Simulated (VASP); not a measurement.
BiS:

```
Bi S
1.0
     3.57983    0.00000    0.00000
     0.00000    3.57983    0.00000
     0.00000    0.00000    3.57983
Bi S
1 1
Direct
  0.00000 0.00000 0.00000
  0.50000 0.50000 0.50000
```

Base run:

| Property | Result |
| --- | --- |
| Program | VASP 6.6.1 |
| Functional | r2SCAN |
| Potentials or basis | VASP PAW PBE potentials, release 64 (Bi_d, S) |
| Cutoff | 520 eV |
| k mesh | 10 × 10 × 10 |
| Occupations | gaussian, width 0.05 eV |
| Spin | no spin polarisation |

Its results: pressure -0.9 GPa.

Question: The run is repeated on the same cell with these changes: functional from r2SCAN to PBE. What comes out?

Answer: Pressure -0.1 GPa.

Caveats: the PAW data sets were made with another functional, which shifts forces and pressure a little (some runs).
